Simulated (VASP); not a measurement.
# AlN (P6_3mc) in VASP: a series of runs

The runs below take AlN through single point, with PBEsol.

Everything below comes from runs of VASP 6.6.1. Logs are shortened: lines on timing, memory, paths and dates and some standing lists are left out, and cuts for length are marked.

### Step 1. The cell of the first run

The structure is hexagonal, space group P6_3mc (No. 186). The conventional cell has a = 3.018 Å, b = 3.018 Å, c = 4.978 Å, α = 90.00°, β = 90.00°, γ = 120.00°. Al (site symmetry 3m) has 4 N at 1.83 to 1.92 Å within 2.4 Å. Within 2.4 Å of N (site symmetry 3m) lie 4 Al at 1.83 to 1.92 Å.

### Step 2. Single point, PBEsol (equal xx and yy strain of -3 %)

INCAR reads:

```
SYSTEM = AlN
PREC = Accurate
ENCUT = 600
EDIFF = 1E-6
ISMEAR = -1
SIGMA = 0.02
LREAL = .False.
LASPH = .True.
NELM = 120
ALGO = Normal
ISIF = 2
LWAVE = .False.
LCHARG = .False.
GGA = PS
NBANDS = 16
GGA_COMPAT = .False.
```

KPOINTS reads:

```
regular mesh
0
Gamma
  11 11 6
  0 0 0
```

POSCAR reads:

```
AlN
1.0
    3.0176720870      0.0000000000      0.0000000000
   -1.5088360435      2.6133806877      0.0000000000
    0.0000000000      0.0000000000      4.9780000000
Al N
2 2
Direct
    0.3333333333      0.6666666667      0.0000000000
    0.6666666667      0.3333333333      0.5000000000
    0.3333333333      0.6666666667      0.3850000000
    0.6666666667      0.3333333333      0.8850000000
```

Potentials or basis: VASP PAW PBE potentials, release 64 (Al, N).

Launch:

```
$ cat potpaw_PBE.64/Al/POTCAR potpaw_PBE.64/N/POTCAR > POTCAR
$ mpirun -np 1 vasp_std > vasp.out
```

OUTCAR:

```text
SYSTEM = AlN
   PREC = Accurate
   ENCUT = 600
   EDIFF = 1E-6
   ISMEAR = -1
   LREAL = .False.
   LASPH = .True.
   NELM = 120
   ISIF = 2
   GGA = PS

 ion  position               nearest neighbor table
   1  0.333  0.667  0.000-   4 1.83   4 1.83   4 1.83   3 1.92   2 3.04   2 3.04   2 3.04   2 3.04
                             2 3.04   2 3.04
   2  0.667  0.333  0.500-   3 1.83   3 1.83   3 1.83   4 1.92   1 3.04   1 3.04   1 3.04   1 3.04
                             1 3.04   1 3.04
   3  0.333  0.667  0.385-   2 1.83   2 1.83   2 1.83   1 1.92
   4  0.667  0.333  0.885-   1 1.83   1 1.83   1 1.83   2 1.92

  LATTYP: Found a hexagonal cell.
 ALAT       =     3.0176720870
 C/A-ratio  =     1.6496159478

  Lattice vectors:

 A1 = (   3.0176720870,   0.0000000000,   0.0000000000)
 A2 = (  -1.5088360435,   2.6133806877,   0.0000000000)
 A3 = (   0.0000000000,   0.0000000000,   4.9780000000)

Analysis of symmetry for initial positions (statically):
=====================================================================
 Subroutine PRICEL returns:
 Original cell was already a primitive cell.

 Routine SETGRP: Setting up the symmetry group for a
 hexagonal supercell.

 Subroutine GETGRP returns: Found 12 space group operations
 (whereof  6 operations were pure point group operations)
 out of a pool of 24 trial point group operations.

The static configuration has the point symmetry C_3v.
 The point group associated with its full space group is C_6v.

Analysis of symmetry for dynamics (positions and initial velocities):
=====================================================================
 Subroutine PRICEL returns:
 Original cell was already a primitive cell.

 Routine SETGRP: Setting up the symmetry group for a
 hexagonal supercell.

 Subroutine GETGRP returns: Found 12 space group operations
 (whereof  6 operations were pure point group operations)
 out of a pool of 24 trial point group operations.

The dynamic configuration has the point symmetry C_3v.
 The point group associated with its full space group is C_6v.

 Subroutine INISYM returns: Found 12 space group operations
 (whereof  6 operations are pure point group operations),
 and found     1 'primitive' translations

[... 87 lines left out ...]
   NGXF,Y,Z  is equivalent  to a cutoff of  26.44, 26.44, 26.72 a.u.
 SYSTEM =  AlN
   PREC   = accura    normal or accurate (medium, high low for compatibility)
   ISTART =      0    job   : 0-new  1-cont  2-samecut
   ICHARG =      2    charge: 1-file 2-atom 10-const
   ISPIN  =      1    spin polarized calculation?
   LNONCOLLINEAR =      F non collinear calculations
   LSORBIT =      F    spin-orbit coupling
   LASPH  =      T    aspherical Exc in radial PAW
   ENCUT  =  600.0 eV  44.10 Ry    6.64 a.u.   6.03  6.03  9.94*2*pi/ulx,y,z
   NELM   =    120;   NELMIN=  2; NELMDL= -5     # of ELM steps
   EDIFF  = 0.1E-05   stopping-criterion for ELM
   LREAL  =      F    real-space projection
   EDIFFG = 0.1E-04   stopping-criterion for IOM
   NSW    =      0    number of steps for IOM
   IBRION =     -1    ionic relax: 0-MD 1-quasi-New 2-CG
   NFREE  =      0    steps in history (QN), initial steepest desc. (CG)
   ISIF   =      2    stress and relaxation
   ISYM   =      2    0-nonsym 1-usesym 2-fastsym
   POTIM  = 0.5000    time-step for ionic-motion
   TEBEG  =    0.0;   TEEND  =   0.0 temperature during run
   PSTRESS=    0.0 pullay stress
   NELECT =      16.0000    total number of electrons
   NUPDOWN=      -1.0000    fix difference up-down
   EMIN   =  10.00;   EMAX   =-10.00  energy-range for DOS
   EFERMI =   0.00;   METHOD = LEGACY
   ISMEAR =    -1;   SIGMA  =   0.02  broadening in eV -4-tet -1-fermi 0-gaus
   EFERMI_NEDOS =   21; number of points for ismear=-14 and -15
   IALGO  =     38    algorithm
   IMIX   =      4    mixing-type and parameters
     AMIX     =   0.40;   BMIX     =  1.00
     AMIX_MAG =   1.60;   BMIX_MAG =  1.00
  volume/ion in A,a.u.               =       9.81        66.23
  Fermi-wavevector in a.u.,A,eV,Ry     =   1.213775  2.293703 20.044789  1.473250
  Thomas-Fermi vector in A             =   2.349216
   LORBIT       =      0    0 simple, 1 ext, 2 COOP (PROOUT), +10 PAW based schemes
   GGA     = PS    functional components
   LHFCALC =     F    Hartree Fock is set to
   AEXX    =    0.0000 exact exchange contribution
   IVDW    =     0    specifies the selected vdW correction
   LEPSILON=     F    determine dielectric tensor
   LRPA    =     F    only Hartree local field effects (RPA)
 non-spin polarized calculation
  energy-cutoff  :      600.00
  volume of cell :       39.26
 maximum number of plane-waves:      1330
   NGX = 13   NGY = 13   NGZ = 19

 number of electron      16.0000001 magnetization

 Free energy of the ion-electron system (eV)
  ---------------------------------------------------
  ext. energy  EPLUGINS =         0.00000000
  ---------------------------------------------------
  free energy    TOTEN  =       -31.14644731 eV

  energy without entropy =      -31.14644731  energy(sigma->0) =      -31.14644731

 E-fermi :   6.9718     XC(G=0): -11.3809

 val. band max:        6.6063223526   @ k =   0.0000   0.0000   0.0000
 cond. band min:      11.3127875375   @ k =   0.0000   0.0000   0.0000
 fundamental gap:      4.7064651849
 Fermi energy:         6.9718052465

 k-point     1 :       0.0000    0.0000    0.0000
  band No.  band energies     occupation
      1      -8.8792      2.00000
      2      -6.6379      2.00000
      3       0.2604      2.00000
      4       5.8728      2.00000
      5       5.8728      2.00000
      6       6.4567      2.00000
[... 433 lines left out ...]
      3       1.4133      2.00000
      4       3.5356      2.00000
      5       3.9461      2.00000
      6       5.1714      2.00000
[... 8 lines left out ...]
     15      19.6408      0.00000
     16      20.7360      0.00000

 [... further k-points ...]
[... 5 lines left out ...]
  --------------------------------------------------------------------------------------
  -------------------------------------------------------------------------------------
  Total        5.1930763      5.1930763      0.8504669      0.0000000     -0.0000000      0.0000000
  in kB      211.9364563    211.9364563     34.7087031      0.0000000     -0.0000000      0.0000000
  external PRESSURE =     152.8605386 kB  Pullay stress =       0.0000000 kB

 VOLUME and BASIS-vectors are now :
 -----------------------------------------------------------------------------
  energy-cutoff  :      600.00
  volume of cell :       39.26
      direct lattice vectors                 reciprocal lattice vectors
     3.017672087  0.000000000  0.000000000     0.331381267  0.191323064  0.000000000
    -1.508836043  2.613380688  0.000000000     0.000000000  0.382646128  0.000000000
     0.000000000  0.000000000  4.978000000     0.000000000  0.000000000  0.200883889

 POSITION                                       TOTAL-FORCE (eV/Angst)
 -----------------------------------------------------------------------------------
     -0.00000      1.74225      0.00000         0.000000      0.000000      0.604959
      1.50884      0.87113      2.48900        -0.000000     -0.000000      0.604959
     -0.00000      1.74225      1.91653         0.000000     -0.000000     -0.604959
      1.50884      0.87113      4.40553        -0.000000     -0.000000     -0.604959
 -----------------------------------------------------------------------------------
    total drift:                               -0.000000      0.000000      0.000684

  FREE ENERGIE OF THE ION-ELECTRON SYSTEM (eV)
  ---------------------------------------------------
  free  energy   TOTEN  =       -31.1464473128 eV

  energy  without entropy=      -31.1464473127  energy(sigma->0) =      -31.14644731
```

It took 31 s on 1 thread of Intel Xeon 8259CL, shared host; peak memory 0.18 GiB.

Results:

* Free energy: -31.1464 eV
* Pressure: 15.3 GPa
* Largest force: 0.605 eV/Å
* Band gap on the k mesh: 4.71 eV

Forces on the atoms (eV/Å):
```
Al   0.000  0.000  0.605
Al   0.000  0.000  0.605
N    0.000  0.000 -0.605
N    0.000  0.000 -0.605
```

Stress tensor (GPa, compression positive):
```
21.19  0.00  0.00
 0.00 21.19  0.00
 0.00  0.00  3.47
```

Levels at points of the mesh, in eV from the valence-band top:
```tsv
k point	band 4	band 5	band 6	band 7	band 8	band 9	band 10	band 11	band 12	band 13
(0.00, 0.00, 0.00)	-0.73	-0.73	-0.15	-0.15	0.00	4.71	7.51	10.97	11.85	11.85
(0.00, 0.00, 0.50)	-3.52	-0.45	-0.45	-0.45	-0.45	7.14	7.14	10.68	10.68	12.18
```

Caveat: the cell differs from its parent crystal (equal xx and yy strain of -3 %); the stress differs along the axes, from 3 to 21 GPa; the PAW data sets were made with another functional, which shifts forces and pressure a little. A k mesh can miss the band edges.

### Step 3. Single point, PBEsol (equal xx and yy strain of +2 %)

INCAR reads:

```
ALGO = Normal
EDIFF = 1E-6
ENCUT = 600
GGA = PS
GGA_COMPAT = F
ISIF = 2
ISMEAR = -1
LASPH = T
LCHARG = F
LREAL = F
LWAVE = F
NBANDS = 16
NELM = 120
PREC = Accurate
SIGMA = 0.02
```

KPOINTS reads:

```
k-points
0
Gamma
  11 11 6
```

Edit POSCAR of step 2 so:

```diff
@@ -2,4 +2,4 @@
 1.0
-    3.0176720870      0.0000000000      0.0000000000
-   -1.5088360435      2.6133806877      0.0000000000
+    3.1732221946      0.0000000000      0.0000000000
+   -1.5866110973      2.7480910324      0.0000000000
     0.0000000000      0.0000000000      4.9780000000
```

Potentials or basis: VASP PAW PBE potentials, release 64 (Al, N).

Launch:

```
$ cat potpaw_PBE.64/Al/POTCAR potpaw_PBE.64/N/POTCAR > POTCAR
$ mpirun -np 1 vasp_std > vasp.out
```

Wall time 43 s (1 thread of Intel Xeon 8259CL, shared host); peak memory 0.2 GiB.

Results (log left out):

```yaml
Free_energy: -31.2701 eV
Pressure: -7.3 GPa
Largest_force: 0.022 eV/Å
Band_gap_on_the_k_mesh: 3.70 eV
```

Forces in eV/Å, atoms in the order of the input:
```
Al   0.000  0.000 -0.022
Al   0.000  0.000 -0.022
N    0.000  0.000  0.022
N    0.000  0.000  0.022
```

Stress tensor (GPa, compression positive):
```
-9.28  0.00  0.00
 0.00 -9.28  0.00
 0.00  0.00 -3.43
```

Levels at points of the mesh, in eV from the valence-band top:
```tsv
k point	band 5	band 6	band 7	band 8	band 9	band 10	band 11	band 12
(0.00, 0.00, 0.00)	-1.06	-0.36	-0.36	0.00	3.70	5.95	10.22	10.46
(0.00, 0.00, 0.50)	-0.72	-0.72	-0.72	-0.72	5.89	5.89	9.88	9.88
```

Caveat: the cell differs from its parent crystal (equal xx and yy strain of +2 %); the stress differs along the axes, from -9 to -3 GPa; the PAW data sets were made with another functional, which shifts forces and pressure a little.
